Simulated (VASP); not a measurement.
Input of a VASP 6.6.1 run:

INCAR

```
PREC = Accurate ; ENCUT = 520
EDIFF = 1E-6 ; ISMEAR = 0
SIGMA = 0.05 ; LREAL = Auto
LASPH = True ; NELM = 150
ALGO = Normal ; ISIF = 2
LWAVE = False ; LCHARG = False
ISPIN = 2 ; MAGMOM = 2.81 0 0 0 0 0 0 0.03 0 0.04 0.04 0.04 0.04 0.04 0.04 0
LORBIT = 11 ; LMAXMIX = 4
LDAU = True ; LDAUTYPE = 2
LDAUL = 2 -1 -1 ; LDAUU = 4 0 0
LDAUJ = 0 0 0 ; LDAUPRINT = 1
GGA = PS ; NBANDS = 54
```

KPOINTS

```
regular mesh
0
Gamma
  3 3 3
```

Contents of POSCAR:

```
Mg7CoS8
1.0
    0.0000000000      5.2033000000      5.2033000000
    5.2033000000      0.0000000000      5.2033000000
    5.2033000000      5.2033000000      0.0000000000
Co Mg S
1 7 8
Direct
    0.0000000000      0.0000000000      1.0000000000
    0.0000000000      0.0000000000      0.5000000000
    0.0000000000      0.5000000000      0.0000000000
    0.0000000000      0.5000000000      0.5000000000
    0.5000000000      0.0000000000      0.0000000000
    0.5000000000      0.0000000000      0.5000000000
    0.5000000000      0.5000000000      0.0000000000
    0.5000000000      0.5000000000      0.5000000000
    0.2500000000      0.2500000000      0.2500000000
    0.2429214956      0.2429214956      0.7570785044
    0.2429214956      0.7570785044      0.2429214956
    0.2429214956      0.7570785044      0.7570785044
    0.7570785044      0.2429214956      0.2429214956
    0.7570785044      0.2429214956      0.7570785044
    0.7570785044      0.7570785044      0.2429214956
    0.7500000000      0.7500000000      0.7500000000
```

Potentials or basis: VASP PAW PBE potentials, release 64 (Co, Mg, S).

The run is started by

```console
$ cat potpaw_PBE.64/Co/POTCAR potpaw_PBE.64/Mg/POTCAR potpaw_PBE.64/S/POTCAR > POTCAR
$ mpirun -np 1 vasp_std > vasp.out
```

(1) Predict the site moments.

(2) Predict the band gap on the k mesh.

(3) Predict the largest force.

(4) What does it give for the net moment?

## Answers

(1) Co +1.44; Mg +0.00, +0.01 (each value once); S -0.00, -0.05 (each value once) μB.

(2) zero (filled and empty bands overlap).

(3) 0.040 eV/Å.

(4) 1.00 μB per cell.

Caveat: the cell stands under tension; the PAW data sets were made with another functional, which shifts forces and pressure a little; a cell with one magnetic atom can't hold antiferromagnetic order, which such compounds often take.
